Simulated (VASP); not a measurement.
# PtSe2 (P-3m1) in VASP: notebook

PtSe2 is run at these levels: PBE; tasks: single point.

Everything below comes from runs of VASP 6.6.1. Logs are shortened: lines on timing, memory, paths and dates and some standing lists are left out, and cuts for length are marked.

### Step 1. The cell of the first run

Symmetry: P-3m1, No. 164, trigonal system. Conventional cell: a = 3.729 Å, b = 3.729 Å, c = 5.330 Å, α = 90.00°, β = 90.00°, γ = 120.00°. Pt (site symmetry -3m) has 6 Se at 2.52 Å within 3.3 Å. Se (site symmetry 3m) has 3 Pt at 2.52 Å and 6 Se at 3.38 to 3.48 Å within 3.5 Å.

### Step 2. Single point, PBE (uniaxial z strain +1.0%)

The input, INCAR:

```
  ALGO = Normal
  EDIFF = 1E-6
  ENCUT = 500
  GGA = PE
  GGA_COMPAT = F
  ISIF = 2
  ISMEAR = -1
  LASPH = T
  LCHARG = F
  LREAL = F
  LWAVE = F
  NBANDS = 18
  NELM = 120
  PREC = Accurate
  SIGMA = 0.02
```

The input, KPOINTS:

```
k-points
0
Gamma
  12 12 6
```

The input, POSCAR:

```
PtSe2
1.0
    3.7286503688      0.0000000000      0.0000000000
   -1.8643251844      3.2291059412      0.0000000000
    0.0000000000      0.0000000000      5.3299281418
Pt Se
1 2
Direct
    0.0000000000      0.0000000000      0.0000000000
    0.3333333333      0.6666666667      0.2439755936
    0.6666666667      0.3333333333      0.7560244064
```

Potentials or basis: VASP PAW PBE potentials, release 64 (Pt, Se).

The run is started by

```console
cat potpaw_PBE.64/Pt/POTCAR potpaw_PBE.64/Se/POTCAR > POTCAR
mpirun -np 1 vasp_std > vasp.out
```

OUTCAR:

```text
EDIFF = 1E-6
   ENCUT = 500
   GGA = PE
   ISIF = 2
   ISMEAR = -1
   LASPH = T
   LREAL = F
   NELM = 120
   PREC = Accurate

 ion  position               nearest neighbor table
   1  0.000  0.000  0.000-   2 2.52   3 2.52   2 2.52   3 2.52   3 2.52   2 2.52
   2  0.333  0.667  0.244-   1 2.52   1 2.52   1 2.52
   3  0.667  0.333  0.756-   1 2.52   1 2.52   1 2.52

  LATTYP: Found a hexagonal cell.
 ALAT       =     3.7286503688
 C/A-ratio  =     1.4294523794

  Lattice vectors:

 A1 = (   3.7286503688,   0.0000000000,   0.0000000000)
 A2 = (  -1.8643251844,   3.2291059412,   0.0000000000)
 A3 = (   0.0000000000,   0.0000000000,   5.3299281418)

Analysis of symmetry for initial positions (statically):
=====================================================================
 Subroutine PRICEL returns:
 Original cell was already a primitive cell.

 Routine SETGRP: Setting up the symmetry group for a
 hexagonal supercell.

 Subroutine GETGRP returns: Found 12 space group operations
 (whereof 12 operations were pure point group operations)
 out of a pool of 24 trial point group operations.

The static configuration has the point symmetry D_3d.

Analysis of symmetry for dynamics (positions and initial velocities):
=====================================================================
 Subroutine PRICEL returns:
 Original cell was already a primitive cell.

 Routine SETGRP: Setting up the symmetry group for a
 hexagonal supercell.

 Subroutine GETGRP returns: Found 12 space group operations
 (whereof 12 operations were pure point group operations)
 out of a pool of 24 trial point group operations.

The dynamic configuration has the point symmetry D_3d.

 Subroutine INISYM returns: Found 12 space group operations
 (whereof 12 operations are pure point group operations),
 and found     1 'primitive' translations

----------------------------------------------------------------------------------------

                                     Primitive cell

  volume of cell :      64.1734

  direct lattice vectors                    reciprocal lattice vectors
     3.728650369  0.000000000  0.000000000     0.268193556  0.154841622  0.000000000
    -1.864325184  3.229105941  0.000000000     0.000000000  0.309683243  0.000000000
     0.000000000  0.000000000  5.329928142     0.000000000  0.000000000  0.187619790

  length of vectors
     3.728650369  3.728650369  5.329928142     0.309683243  0.309683243  0.187619790

  position of ions in fractional coordinates (direct lattice)
     0.000000000  0.000000000  0.000000000
     0.333333333  0.666666667  0.243975594
     0.666666667  0.333333333  0.756024406

  ion indices of the primitive-cell ions
   primitive index   ion index
                 1           1
                 2           2
                 3           3

----------------------------------------------------------------------------------------

 KPOINTS: k-points

Automatic generation of k-mesh.
 Grid dimensions read from file:
 generate k-points for:   12   12    6

 Generating k-lattice:

  Cartesian coordinates                     Fractional coordinates (reciprocal lattice)
     0.022349463  0.012903468  0.000000000     0.083333333  0.000000000  0.000000000
     0.000000000  0.025806937  0.000000000     0.000000000  0.083333333  0.000000000
     0.000000000  0.000000000  0.031269965     0.000000000  0.000000000  0.166666667

  Length of vectors
     0.025806937  0.025806937  0.031269965

  Shift w.r.t. Gamma in fractional coordinates (k-lattice)
     0.000000000  0.000000000  0.000000000

 Subroutine IBZKPT returns following result:
 ===========================================

 Found    100 irreducible k-points:

 Following reciprocal coordinates:
            Coordinates               Weight
  0.000000  0.000000  0.000000      1.000000
  0.083333 -0.000000  0.000000      6.000000
  0.166667  0.000000  0.000000      6.000000
  0.250000  0.000000  0.000000      6.000000
  0.333333  0.000000  0.000000      6.000000
  0.416667 -0.000000  0.000000      6.000000
[... 16 lines left out ...]
  0.166667  0.000000  0.166667      6.000000
  0.000000  0.166667  0.166667      6.000000
 [... further k-points ...]
   k-points           NKPTS =    100   k-points in BZ     NKDIM =    100   number of bands    NBANDS=     18
   number of dos      NEDOS =    301   number of ions     NIONS =      3
   total plane-waves  NPLWV =  31360
   dimension x,y,z NGX =    28 NGY =   28 NGZ =   40
   dimension x,y,z NGXF=    56 NGYF=   56 NGZF=   80
   ions per type =               1   2
   NGX,Y,Z   is equivalent  to a cutoff of  12.48, 12.48, 12.48 a.u.
   NGXF,Y,Z  is equivalent  to a cutoff of  24.97, 24.97, 24.95 a.u.
 SYSTEM =  unknown system
   PREC   = accura    normal or accurate (medium, high low for compatibility)
   ISTART =      0    job   : 0-new  1-cont  2-samecut
   ICHARG =      2    charge: 1-file 2-atom 10-const
   ISPIN  =      1    spin polarized calculation?
   LNONCOLLINEAR =      F non collinear calculations
   LSORBIT =      F    spin-orbit coupling
   LASPH  =      T    aspherical Exc in radial PAW
   ENCUT  =  500.0 eV  36.75 Ry    6.06 a.u.   6.80  6.80  9.72*2*pi/ulx,y,z
   NELM   =    120;   NELMIN=  2; NELMDL= -5     # of ELM steps
   EDIFF  = 0.1E-05   stopping-criterion for ELM
   LREAL  =      F    real-space projection
   EDIFFG = 0.1E-04   stopping-criterion for IOM
   NSW    =      0    number of steps for IOM
   IBRION =     -1    ionic relax: 0-MD 1-quasi-New 2-CG
   NFREE  =      0    steps in history (QN), initial steepest desc. (CG)
   ISIF   =      2    stress and relaxation
   ISYM   =      2    0-nonsym 1-usesym 2-fastsym
   POTIM  = 0.5000    time-step for ionic-motion
   TEBEG  =    0.0;   TEEND  =   0.0 temperature during run
   PSTRESS=    0.0 pullay stress
   NELECT =      22.0000    total number of electrons
   NUPDOWN=      -1.0000    fix difference up-down
   EMIN   =  10.00;   EMAX   =-10.00  energy-range for DOS
   EFERMI =   0.00;   METHOD = LEGACY
   ISMEAR =    -1;   SIGMA  =   0.02  broadening in eV -4-tet -1-fermi 0-gaus
   EFERMI_NEDOS =   21; number of points for ismear=-14 and -15
   IALGO  =     38    algorithm
   IMIX   =      4    mixing-type and parameters
     AMIX     =   0.40;   BMIX     =  1.00
     AMIX_MAG =   1.60;   BMIX_MAG =  1.00
  volume/ion in A,a.u.               =      21.39       144.35
  Fermi-wavevector in a.u.,A,eV,Ry     =   1.145770  2.165191 17.861564  1.312788
  Thomas-Fermi vector in A             =   2.282457
   LORBIT       =      0    0 simple, 1 ext, 2 COOP (PROOUT), +10 PAW based schemes
   GGA     = PE    functional components
   LHFCALC =     F    Hartree Fock is set to
   AEXX    =    0.0000 exact exchange contribution
   IVDW    =     0    specifies the selected vdW correction
   LEPSILON=     F    determine dielectric tensor
   LRPA    =     F    only Hartree local field effects (RPA)
 non-spin polarized calculation
  energy-cutoff  :      500.00
  volume of cell :       64.17
 maximum number of plane-waves:      1651
   NGX = 13   NGY = 13   NGZ = 19

 number of electron      22.0000001 magnetization

 Free energy of the ion-electron system (eV)
  ---------------------------------------------------
  ext. energy  EPLUGINS =         0.00000000
  ---------------------------------------------------
  free energy    TOTEN  =       -14.25238529 eV

  energy without entropy =      -14.25172486  energy(sigma->0) =      -14.25205507

 E-fermi :   5.9051     XC(G=0): -10.3225

 val. band max:        5.8184597655   @ k =   0.0000   0.1667   0.1667
 cond. band min:       5.9062337039   @ k =   0.0000   0.2500   0.3333
 fundamental gap:      0.0877739384
 Fermi energy:         5.9051403813

 k-point     1 :       0.0000    0.0000    0.0000
  band No.  band energies     occupation
      1      -9.4893      2.00000
      2      -7.0743      2.00000
      3      -1.0225      2.00000
      4      -0.3362      2.00000
      5      -0.3362      2.00000
      6       1.9777      2.00000
[... 10 lines left out ...]
     17      13.2604      0.00000
     18      17.4272      0.00000

 k-point     2 :       0.0833   -0.0000    0.0000
  band No.  band energies     occupation
      1      -9.4136      2.00000
      2      -7.0970      2.00000
      3      -0.9324      2.00000
      4      -0.3000      2.00000
      5      -0.2887      2.00000
      6       1.8763      2.00000
[... 10 lines left out ...]
     17      13.5223      0.00000
     18      16.3938      0.00000

 k-point     3 :       0.1667    0.0000    0.0000
  band No.  band energies     occupation
      1      -9.1949      2.00000
      2      -7.1610      2.00000
      3      -0.6790      2.00000
      4      -0.1812      2.00000
      5      -0.1596      2.00000
      6       1.4912      2.00000
[... 10 lines left out ...]
     17      14.1344      0.00000
     18      14.9426      0.00000

 k-point     4 :       0.2500    0.0000    0.0000
  band No.  band energies     occupation
      1      -8.8598      2.00000
      2      -7.2567      2.00000
      3      -0.3733      2.00000
      4       0.0074      2.00000
      5       0.0758      2.00000
      6       0.7926      2.00000
[... 375 lines left out ...]
      4      -0.2924      2.00000
      5      -0.2292      2.00000
      6       1.8557      2.00000
[... 10 lines left out ...]
     17      13.6851      0.00000
     18      15.4631      0.00000

 k-point    23 :       0.1667    0.0000    0.1667
  band No.  band energies     occupation
      1      -9.1158      2.00000
      2      -7.3139      2.00000
      3      -0.5601      2.00000
      4      -0.1320      2.00000
      5      -0.0899      2.00000
      6       1.5318      2.00000
[... 10 lines left out ...]
     17      13.6896      0.00000
     18      14.5372      0.00000

 k-point    24 :       0.0000    0.1667    0.1667
  band No.  band energies     occupation
      1      -9.1235      2.00000
      2      -7.2940      2.00000
      3      -0.6903      2.00000
      4      -0.1785      2.00000
      5       0.0359      2.00000
      6       1.4118      2.00000
[... 10 lines left out ...]
     17      14.2842      0.00000
     18      14.5659      0.00000

 [... further k-points ...]

------------------------ aborting loop because EDIFF is reached ----------------------------------------

  FORCE on cell =-STRESS in cart. coord.  units (eV):
  Direction    XX          YY          ZZ          XY          YZ          ZX
  --------------------------------------------------------------------------------------
  -------------------------------------------------------------------------------------
  Total        1.6142841      1.6142841      0.9665469      0.0000000      0.0000000      0.0000000
  in kB       40.3028027     40.3028027     24.1311593      0.0000000      0.0000000      0.0000000
  external PRESSURE =      34.9122549 kB  Pullay stress =       0.0000000 kB

 VOLUME and BASIS-vectors are now :
 -----------------------------------------------------------------------------
  energy-cutoff  :      500.00
  volume of cell :       64.17
      direct lattice vectors                 reciprocal lattice vectors
     3.728650369  0.000000000  0.000000000     0.268193556  0.154841622  0.000000000
    -1.864325184  3.229105941  0.000000000     0.000000000  0.309683243  0.000000000
     0.000000000  0.000000000  5.329928142     0.000000000  0.000000000  0.187619790

 POSITION                                       TOTAL-FORCE (eV/Angst)
 -----------------------------------------------------------------------------------
      0.00000      0.00000      0.00000         0.000000      0.000000     -0.000000
     -0.00000      2.15274      1.30037        -0.000000     -0.000000      0.165439
      1.86433      1.07637      4.02956         0.000000      0.000000     -0.165439
 -----------------------------------------------------------------------------------
    total drift:                                0.000000     -0.000000      0.000000

  FREE ENERGIE OF THE ION-ELECTRON SYSTEM (eV)
  ---------------------------------------------------
  free  energy   TOTEN  =       -14.2523852877 eV

  energy  without entropy=      -14.2517248592  energy(sigma->0) =      -14.25205507
```

Wall time 2.4 min (1 thread of Intel Xeon 8259CL, shared host); peak memory 0.26 GiB.

Results:

```yaml
Free_energy: -14.2524 eV
Pressure: 3.5 GPa
Largest_force: 0.165 eV/Å
Band_gap_on_the_k_mesh: zero (bands 11 and 12 overlap by 0.10 eV)
```

Forces on the atoms (eV/Å):
```
Pt   0.000  0.000  0.000
Se   0.000  0.000  0.165
Se   0.000  0.000 -0.165
```

Levels at points of the mesh, in eV from the Fermi level:
```
           k point  band 8  band 9  band 10  band 11  band 12  band 13  band 14  band 15
(0.00, 0.00, 0.00)   -2.61   -1.02    -1.02     0.11     1.55     1.55     3.89     3.97
(0.50, 0.00, 0.00)   -3.40   -3.33    -3.25    -2.95     0.72     2.11     4.56     5.63
(0.00, 0.00, 0.50)   -2.86   -1.83    -1.33    -1.33     2.14     2.14     4.73     6.01
(0.50, 0.00, 0.50)   -3.41   -3.13    -2.75    -1.57     1.10     1.47     4.16     4.78
```

Caveat: the cell differs from its parent crystal (uniaxial z strain +1.0%); the cell stands under pressure; spin-orbit coupling is left out, which moves the levels of the heavy elements.

### Step 3. Single point, PBE (uniaxial z strain +2.0%)

The input, INCAR:

```
ALGO = Normal ; EDIFF = 1E-6
ENCUT = 500 ; GGA = PE
GGA_COMPAT = F ; ISIF = 2
ISMEAR = -1 ; LASPH = T
LCHARG = F ; LREAL = F
LWAVE = F ; NBANDS = 18
NELM = 120 ; PREC = Accurate
SIGMA = 0.02
```

KPOINTS is that of step 2.

The input, POSCAR:

```
PtSe2
1.0
    3.7286503688      0.0000000000      0.0000000000
   -1.8643251844      3.2291059412      0.0000000000
    0.0000000000      0.0000000000      5.3826997075
Pt Se
1 2
Direct
    0.0000000000      0.0000000000      0.0000000000
    0.3333333333      0.6666666667      0.2417253643
    0.6666666667      0.3333333333      0.7582746357
```

Potentials or basis: VASP PAW PBE potentials, release 64 (Pt, Se).

The run is started by

```console
cat potpaw_PBE.64/Pt/POTCAR potpaw_PBE.64/Se/POTCAR > POTCAR
mpirun -np 1 vasp_std > vasp.out
```

Run time: 2.2 min. Hardware: 1 thread of Intel Xeon 8259CL, shared host; peak memory 0.26 GiB.

Results (log left out):

```
Free energy            : -14.2578 eV
Pressure               : 3.3 GPa
Largest force          : 0.160 eV/Å
Band gap on the k mesh : zero (bands 11 and 12 overlap by 0.05 eV)
```

Forces on the atoms (eV/Å):
```
Pt   0.000  0.000  0.000
Se   0.000  0.000  0.160
Se   0.000  0.000 -0.160
```

Stress tensor (GPa, compression positive):
```
3.76 0.00 0.00
0.00 3.76 0.00
0.00 0.00 2.25
```

Levels at points of the mesh, in eV from the Fermi level:
```
           k point  band 8  band 9  band 10  band 11  band 12  band 13  band 14  band 15
(0.00, 0.00, 0.00)   -2.58   -1.00    -1.00     0.06     1.60     1.60     3.96     3.97
(0.50, 0.00, 0.00)   -3.37   -3.31    -3.19    -2.93     0.77     2.10     4.53     5.62
(0.00, 0.00, 0.50)   -2.81   -1.82    -1.28    -1.28     2.15     2.15     4.73     5.98
(0.50, 0.00, 0.50)   -3.38   -3.11    -2.74    -1.59     1.17     1.48     4.13     4.80
```

Caveat: the cell differs from its parent crystal (uniaxial z strain +2.0%); the cell stands under pressure; spin-orbit coupling is left out, which moves the levels of the heavy elements.

(Part 1 of 2 ends here.)

The gap in the log of VASP goes by the Fermi energy; the results here count the filled bands.